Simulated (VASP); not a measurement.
# SiC (Moissanite) (P6_3mc) in VASP: further runs

Aim: see how the results for SiC (Moissanite) move with the level of theory and the settings. Levels: BLYP, SVWN5, PBE+D4. Tasks: single point.

All numbers are computed with VASP 6.6.1; they aren't measurements. Logs are shortened: lines on timing, memory, paths and dates and some standing lists are left out, and cuts for length are marked.

## Step 1: The cell of the first run

Symmetry: P6_3mc, No. 186, hexagonal system. The conventional cell has a = 3.096 Å, b = 3.096 Å, c = 5.081 Å, α = 90.00°, β = 90.00°, γ = 120.00°. Within 2.5 Å of Si (site symmetry 3m) lie 4 C at 1.88 to 1.96 Å. Within 2.5 Å of C (site symmetry 3m) lie 4 Si at 1.88 to 1.96 Å.

## Step 2: Single point, BLYP

INCAR

```
PREC = Accurate ; ENCUT = 520
EDIFF = 1E-7 ; ISMEAR = -1
SIGMA = 0.05 ; LREAL = F
LASPH = T ; NELM = 80
ALGO = Normal ; ISIF = 2
LWAVE = F ; LCHARG = F
GGA = B5 ; ALDAX = 1.0
AGGAX = 1.0 ; AGGAC = 1.0
ALDAC = 0.0 ; NBANDS = 16
```

KPOINTS

```
Automatic mesh
0
Gamma
  10 10 5
```

POSCAR

```
SiC
1.0
    3.0963714546      0.0000000000      0.0000000000
   -1.5481857273      2.6815363392      0.0000000000
    0.0000000000      0.0000000000      5.0814314379
Si C
2 2
Direct
    0.6666666667      0.3333333333      0.5000000000
    0.3333333333      0.6666666667      0.0000000000
    0.6666666667      0.3333333333      0.8850000000
    0.3333333333      0.6666666667      0.3850000000
```

Potentials or basis: VASP PAW PBE potentials, release 64 (Si, C).

The run is started by

```sh
$ cat potpaw_PBE.64/Si/POTCAR potpaw_PBE.64/C/POTCAR > POTCAR
$ mpirun -np 1 vasp_std > vasp.out
```

OUTCAR:

```text
PREC = Accurate
   ENCUT = 520
   EDIFF = 1E-7
   ISMEAR = -1
   LREAL = F
   LASPH = T
   NELM = 80
   ISIF = 2
   GGA = B5

 ion  position               nearest neighbor table
   1  0.667  0.333  0.500-   4 1.88   4 1.88   4 1.88   3 1.96   2 3.11   2 3.11   2 3.11   2 3.11
                             2 3.11   2 3.11
   2  0.333  0.667  0.000-   3 1.88   3 1.88   3 1.88   4 1.96   1 3.11   1 3.11   1 3.11   1 3.11
                             1 3.11   1 3.11
   3  0.667  0.333  0.885-   2 1.88   2 1.88   2 1.88   1 1.96
   4  0.333  0.667  0.385-   1 1.88   1 1.88   1 1.88   2 1.96

  LATTYP: Found a hexagonal cell.
 ALAT       =     3.0963714546
 C/A-ratio  =     1.6410923277

  Lattice vectors:

 A1 = (   3.0963714546,   0.0000000000,   0.0000000000)
 A2 = (  -1.5481857273,   2.6815363392,   0.0000000000)
 A3 = (   0.0000000000,   0.0000000000,   5.0814314379)

Analysis of symmetry for initial positions (statically):
=====================================================================
 Subroutine PRICEL returns:
 Original cell was already a primitive cell.

 Routine SETGRP: Setting up the symmetry group for a
 hexagonal supercell.

 Subroutine GETGRP returns: Found 12 space group operations
 (whereof  6 operations were pure point group operations)
 out of a pool of 24 trial point group operations.

The static configuration has the point symmetry C_3v.
 The point group associated with its full space group is C_6v.

Analysis of symmetry for dynamics (positions and initial velocities):
=====================================================================
 Subroutine PRICEL returns:
 Original cell was already a primitive cell.

 Routine SETGRP: Setting up the symmetry group for a
 hexagonal supercell.

 Subroutine GETGRP returns: Found 12 space group operations
 (whereof  6 operations were pure point group operations)
 out of a pool of 24 trial point group operations.

The dynamic configuration has the point symmetry C_3v.
 The point group associated with its full space group is C_6v.

 Subroutine INISYM returns: Found 12 space group operations
 (whereof  6 operations are pure point group operations),
 and found     1 'primitive' translations

----------------------------------------------------------------------------------------

                                     Primitive cell

  volume of cell :      42.1913

  direct lattice vectors                    reciprocal lattice vectors
     3.096371455  0.000000000  0.000000000     0.322958668  0.186460274  0.000000000
    -1.548185727  2.681536339  0.000000000     0.000000000  0.372920548  0.000000000
     0.000000000  0.000000000  5.081431438     0.000000000  0.000000000  0.196794941

  length of vectors
     3.096371455  3.096371455  5.081431438     0.372920548  0.372920548  0.196794941

  position of ions in fractional coordinates (direct lattice)
     0.666666667  0.333333333  0.500000000
     0.333333333  0.666666667  0.000000000
     0.666666667  0.333333333  0.885000000
     0.333333333  0.666666667  0.385000000

  ion indices of the primitive-cell ions
   primitive index   ion index
                 1           1
                 2           2
                 3           3
                 4           4

----------------------------------------------------------------------------------------

 KPOINTS: Automatic mesh

Automatic generation of k-mesh.
 Grid dimensions read from file:
 generate k-points for:   10   10    5

 Generating k-lattice:

  Cartesian coordinates                     Fractional coordinates (reciprocal lattice)
     0.032295867  0.018646027  0.000000000     0.100000000 -0.000000000  0.000000000
     0.000000000  0.037292055  0.000000000     0.000000000  0.100000000  0.000000000
     0.000000000  0.000000000  0.039358988     0.000000000  0.000000000  0.200000000

  Length of vectors
     0.037292055  0.037292055  0.039358988

  Shift w.r.t. Gamma in fractional coordinates (k-lattice)
     0.000000000  0.000000000  0.000000000

 Subroutine IBZKPT returns following result:
 ===========================================

 Found     42 irreducible k-points:

 Following reciprocal coordinates:
            Coordinates               Weight
  0.000000  0.000000  0.000000      1.000000
  0.100000  0.000000  0.000000      6.000000
  0.200000  0.000000  0.000000      6.000000
  0.300000  0.000000  0.000000      6.000000
  0.400000  0.000000  0.000000      6.000000
  0.500000  0.000000  0.000000      3.000000
[... 16 lines left out ...]
  0.300000  0.100000  0.200000     24.000000
  0.400000  0.100000  0.200000     24.000000
 [... further k-points ...]
   k-points           NKPTS =     42   k-points in BZ     NKDIM =     42   number of bands    NBANDS=     16
   number of dos      NEDOS =    301   number of ions     NIONS =      4
   total plane-waves  NPLWV =  23040
   dimension x,y,z NGX =    24 NGY =   24 NGZ =   40
   dimension x,y,z NGXF=    48 NGYF=   48 NGZF=   80
   ions per type =               2   2
   NGX,Y,Z   is equivalent  to a cutoff of  12.89, 12.89, 13.09 a.u.
   NGXF,Y,Z  is equivalent  to a cutoff of  25.77, 25.77, 26.17 a.u.
 SYSTEM =  unknown system
   PREC   = accura    normal or accurate (medium, high low for compatibility)
   ISTART =      0    job   : 0-new  1-cont  2-samecut
   ICHARG =      2    charge: 1-file 2-atom 10-const
   ISPIN  =      1    spin polarized calculation?
   LNONCOLLINEAR =      F non collinear calculations
   LSORBIT =      F    spin-orbit coupling
   LASPH  =      T    aspherical Exc in radial PAW
   ENCUT  =  520.0 eV  38.22 Ry    6.18 a.u.   5.76  5.76  9.45*2*pi/ulx,y,z
   NELM   =     80;   NELMIN=  2; NELMDL= -5     # of ELM steps
   EDIFF  = 0.1E-06   stopping-criterion for ELM
   LREAL  =      F    real-space projection
   EDIFFG = 0.1E-05   stopping-criterion for IOM
   NSW    =      0    number of steps for IOM
   IBRION =     -1    ionic relax: 0-MD 1-quasi-New 2-CG
   NFREE  =      0    steps in history (QN), initial steepest desc. (CG)
   ISIF   =      2    stress and relaxation
   ISYM   =      2    0-nonsym 1-usesym 2-fastsym
   POTIM  = 0.5000    time-step for ionic-motion
   TEBEG  =    0.0;   TEEND  =   0.0 temperature during run
   PSTRESS=    0.0 pullay stress
   NELECT =      16.0000    total number of electrons
   NUPDOWN=      -1.0000    fix difference up-down
   EMIN   =  10.00;   EMAX   =-10.00  energy-range for DOS
   EFERMI =   0.00;   METHOD = LEGACY
   ISMEAR =    -1;   SIGMA  =   0.05  broadening in eV -4-tet -1-fermi 0-gaus
   EFERMI_NEDOS =   21; number of points for ismear=-14 and -15
   IALGO  =     38    algorithm
   IMIX   =      4    mixing-type and parameters
     AMIX     =   0.40;   BMIX     =  1.00
     AMIX_MAG =   1.60;   BMIX_MAG =  1.00
  volume/ion in A,a.u.               =      10.55        71.18
  Fermi-wavevector in a.u.,A,eV,Ry     =   1.184970  2.239268 19.104662  1.404153
  Thomas-Fermi vector in A             =   2.321173
   LORBIT       =      0    0 simple, 1 ext, 2 COOP (PROOUT), +10 PAW based schemes
   GGA     = B5    functional components
   LHFCALC =     F    Hartree Fock is set to
   AEXX    =    0.0000 exact exchange contribution
   IVDW    =     0    specifies the selected vdW correction
   LEPSILON=     F    determine dielectric tensor
   LRPA    =     F    only Hartree local field effects (RPA)
 non-spin polarized calculation
  energy-cutoff  :      520.00
  volume of cell :       42.19
 maximum number of plane-waves:      1148
 NGX is ok and might be reduce to    24
   NGX = 11   NGY = 11   NGZ = 19

 number of electron      16.0000001 magnetization

 Free energy of the ion-electron system (eV)
  ---------------------------------------------------
  ext. energy  EPLUGINS =         0.00000000
  ---------------------------------------------------
  free energy    TOTEN  =       -27.26629244 eV

  energy without entropy =      -27.26629244  energy(sigma->0) =      -27.26629244

 E-fermi :   9.5581     XC(G=0): -10.5610

 val. band max:        8.6031206547   @ k =   0.0000   0.0000   0.0000
 cond. band min:      11.4136264054   @ k =   0.5000   0.0000   0.0000
 fundamental gap:      2.8105057507
 Fermi energy:         9.5580948912

 k-point     1 :       0.0000    0.0000    0.0000
  band No.  band energies     occupation
      1      -6.8367      2.00000
      2      -3.4684      2.00000
      3       0.1875      2.00000
      4       7.0613      2.00000
      5       7.0613      2.00000
      6       8.3157      2.00000
[... 8 lines left out ...]
     15      17.2665      0.00000
     16      19.9368      0.00000

 k-point     2 :       0.1000    0.0000    0.0000
  band No.  band energies     occupation
      1      -6.6672      2.00000
      2      -3.3226      2.00000
      3       0.3408      2.00000
      4       6.1611      2.00000
      5       6.7870      2.00000
      6       7.6915      2.00000
[... 8 lines left out ...]
     15      17.7047      0.00000
     16      18.8735      0.00000

 k-point     3 :       0.2000    0.0000    0.0000
  band No.  band energies     occupation
      1      -6.1656      2.00000
      2      -2.9042      2.00000
      3       0.7750      2.00000
      4       4.3506      2.00000
      5       6.2115      2.00000
      6       6.2515      2.00000
[... 8 lines left out ...]
     15      18.0793      0.00000
     16      18.6512      0.00000

 k-point     4 :       0.3000    0.0000    0.0000
  band No.  band energies     occupation
      1      -5.3591      2.00000
      2      -2.3049      2.00000
      3       1.2620      2.00000
      4       2.7119      2.00000
      5       4.5820      2.00000
      6       5.6554      2.00000
[... 8 lines left out ...]
     15      18.9430      0.00000
     16      20.1881      0.00000
[... 324 lines left out ...]
 k-point    22 :       0.2000    0.1000    0.2000
  band No.  band energies     occupation
      1      -5.4920      2.00000
      2      -3.1014      2.00000
      3       1.8320      2.00000
      4       3.7630      2.00000
      5       4.7191      2.00000
      6       5.6450      2.00000
[... 8 lines left out ...]
     15      18.7164      0.00000
     16      19.3194      0.00000

 k-point    23 :       0.3000    0.1000    0.2000
  band No.  band energies     occupation
      1      -4.5717      2.00000
      2      -2.4083      2.00000
      3       1.2080      2.00000
      4       3.1446      2.00000
      5       3.5722      2.00000
      6       4.9621      2.00000
[... 8 lines left out ...]
     15      19.4448      0.00000
     16      20.0272      0.00000

 k-point    24 :       0.4000    0.1000    0.2000
  band No.  band energies     occupation
      1      -3.5822      2.00000
      2      -2.1064      2.00000
      3       0.4776      2.00000
      4       1.9145      2.00000
      5       4.0024      2.00000
      6       4.7916      2.00000
[... 8 lines left out ...]
     15      19.8708      0.00000
     16      21.1686      0.00000

 [... further k-points ...]
[... 5 lines left out ...]
  --------------------------------------------------------------------------------------
  -------------------------------------------------------------------------------------
  Total        1.4466296      1.4466296      0.6175516      0.0000000      0.0000000      0.0000000
  in kB       54.9344911     54.9344911     23.4509802      0.0000000      0.0000000      0.0000000
  external PRESSURE =      44.4399874 kB  Pullay stress =       0.0000000 kB

 VOLUME and BASIS-vectors are now :
 -----------------------------------------------------------------------------
  energy-cutoff  :      520.00
  volume of cell :       42.19
      direct lattice vectors                 reciprocal lattice vectors
     3.096371455  0.000000000  0.000000000     0.322958668  0.186460274  0.000000000
    -1.548185727  2.681536339  0.000000000     0.000000000  0.372920548  0.000000000
     0.000000000  0.000000000  5.081431438     0.000000000  0.000000000  0.196794941

 POSITION                                       TOTAL-FORCE (eV/Angst)
 -----------------------------------------------------------------------------------
      1.54819      0.89385      2.54072         0.000000     -0.000000      0.732718
     -0.00000      1.78769      0.00000         0.000000      0.000000      0.732718
      1.54819      0.89385      4.49707        -0.000000      0.000000     -0.732718
     -0.00000      1.78769      1.95635        -0.000000      0.000000     -0.732718
 -----------------------------------------------------------------------------------
    total drift:                               -0.000000      0.000000      0.000513

  FREE ENERGIE OF THE ION-ELECTRON SYSTEM (eV)
  ---------------------------------------------------
  free  energy   TOTEN  =       -27.2662924363 eV

  energy  without entropy=      -27.2662924362  energy(sigma->0) =      -27.26629244
```

Wall time 33 s (1 thread of Intel Xeon 6975P-C, shared host); peak memory 0.16 GiB.

What came out:

| Quantity | Value |
| --- | --- |
| Free energy | -27.2663 eV |
| Pressure | 4.4 GPa |
| Largest force | 0.733 eV/Å |
| Band gap on the k mesh | 2.81 eV, indirect (least direct gap 4.29 eV) |

Forces on the atoms (eV/Å):
```
Si   0.000  0.000  0.733
Si   0.000  0.000  0.733
C    0.000  0.000 -0.733
C    0.000  0.000 -0.733
```

Caveat: the PAW data sets were made with another functional, which shifts forces and pressure a little.

## Step 3: Single point, SVWN5

INCAR

```
PREC = Accurate
ENCUT = 520
EDIFF = 1E-6
ISMEAR = -1
SIGMA = 0.05
LREAL = F
LASPH = T
NELM = 60
ALGO = Normal
ISIF = 2
LWAVE = F
LCHARG = F
GGA = VW
NBANDS = 16
```

KPOINTS

```
regular mesh
0
Gamma
  10 10 5
```

POSCAR is that of step 2.

Potentials or basis: VASP PAW PBE potentials, release 64 (Si, C).

The run is started by

```sh
$ cat potpaw_PBE.64/Si/POTCAR potpaw_PBE.64/C/POTCAR > POTCAR
$ mpirun -np 1 vasp_std > vasp.out
```

It took 18 s on 1 thread of Intel Xeon 6975P-C, shared host; peak memory 0.15 GiB.

It converged, with:

| Item | Value |
| --- | --- |
| Free energy | -33.1273 eV |
| Pressure | -7.0 GPa |
| Largest force | 0.712 eV/Å |
| Band gap on the k mesh | 2.40 eV, indirect (least direct gap 3.95 eV) |

Forces in eV/Å, atoms in the order of the input:
```
Si   0.000  0.000  0.712
Si   0.000  0.000  0.712
C    0.000  0.000 -0.712
C    0.000  0.000 -0.712
```

Stress tensor (GPa, compression positive):
```
-5.78  0.00  0.00
 0.00 -5.78  0.00
 0.00  0.00 -9.40
```

Levels at points of the mesh, in eV from the valence-band top:
```csv
k point,band 5,band 6,band 7,band 8,band 9,band 10,band 11,band 12
"(0.00, 0.00, 0.00)",-1.55,-0.27,-0.27,0.00,4.41,5.82,6.29,6.29
"(0.50, 0.00, 0.00)",-5.39,-3.52,-3.24,-1.49,2.46,4.11,6.51,7.06
```

Caveat: the PAW data sets were made with another functional, which shifts forces and pressure a little.

## Step 4: Single point, PBE+D4

This run uses another cell than the first one, of 10.75 Å³/atom, 1.020 times its volume.

INCAR

```
ALGO = Normal
EDIFF = 1E-6
ENCUT = 520
GGA = PE
ISIF = 2
ISMEAR = -1
IVDW = 13
LASPH = True
LCHARG = False
LREAL = False
LWAVE = False
NBANDS = 16
NELM = 80
PREC = Accurate
SIGMA = 0.05
```

KPOINTS

```
k-points
0
Gamma
  10 10 5
```

POSCAR

```
SiC
1.0
    3.1164783262      0.0000000000      0.0000000000
   -1.5582391631      2.6989494007      0.0000000000
    0.0000000000      0.0000000000      5.1144286705
Si C
2 2
Direct
    0.6666666667      0.3333333333      0.5000000000
    0.3333333333      0.6666666667      0.0000000000
    0.6666666667      0.3333333333      0.8850000000
    0.3333333333      0.6666666667      0.3850000000
```

The run is started by

```sh
$ cat potpaw_PBE.64/Si/POTCAR potpaw_PBE.64/C/POTCAR > POTCAR
$ mpirun -np 1 vasp_std > vasp.out
```

It used 14 s of CPU time on 1 thread of Intel Xeon 6975P-C (shared host).

The run converged. Its results:

| Property | Result |
| --- | --- |
| Free energy | -31.3357 eV |
| Pressure | -8.4 GPa |
| Largest force | 0.675 eV/Å |
| Band gap on the k mesh | 2.52 eV, indirect (least direct gap 3.99 eV) |
| Dispersion energy per atom | -0.319 eV |

Forces in eV/Å, atoms in the order of the input:
```
Si   0.000  0.000  0.675
Si   0.000  0.000  0.675
C    0.000  0.000 -0.675
C    0.000  0.000 -0.675
```

Stress tensor (GPa, compression positive):
```
 -7.45   0.00   0.00
  0.00  -7.45   0.00
  0.00   0.00 -10.45
```

Levels at points of the mesh, in eV from the valence-band top:
```csv
k point,band 4,band 5,band 6,band 7,band 8,band 9,band 10,band 11,band 12,band 13
"(0.00, 0.00, 0.00)",-1.54,-1.54,-0.28,-0.28,0.00,4.29,5.61,6.28,6.28,7.21
"(0.50, 0.00, 0.00)",-6.46,-5.29,-3.46,-3.15,-1.48,2.52,4.14,6.44,7.06,9.35
```

## Step 5: The runs side by side

```tsv
level	cell	gap on the mesh (eV)	pressure (GPa)	largest force (eV/Å)
BLYP	a = 3.096, b = 3.096, c = 5.081 Å, angles 90.0, 90.0, 120.0°, 4 atoms	2.81	4.4	0.73
SVWN5	a = 3.096, b = 3.096, c = 5.081 Å, angles 90.0, 90.0, 120.0°, 4 atoms	2.40	-7.0	0.71
PBE+D4	a = 3.116, b = 3.116, c = 5.114 Å, angles 90.0, 90.0, 120.0°, 4 atoms	2.52	-8.4	0.68
```

Alike in all rows: task single point; potentials or basis VASP PAW PBE potentials, release 64 (Si, C); no spin polarisation; k mesh 10 × 10 × 5; cutoff (eV) 520; smearing fermi-dirac 0.05 eV.

Caveats: the PAW data sets were made with another functional, which shifts forces and pressure a little (some runs).

Total energies depend on the potentials used, so only differences within one code and one set of settings carry meaning.
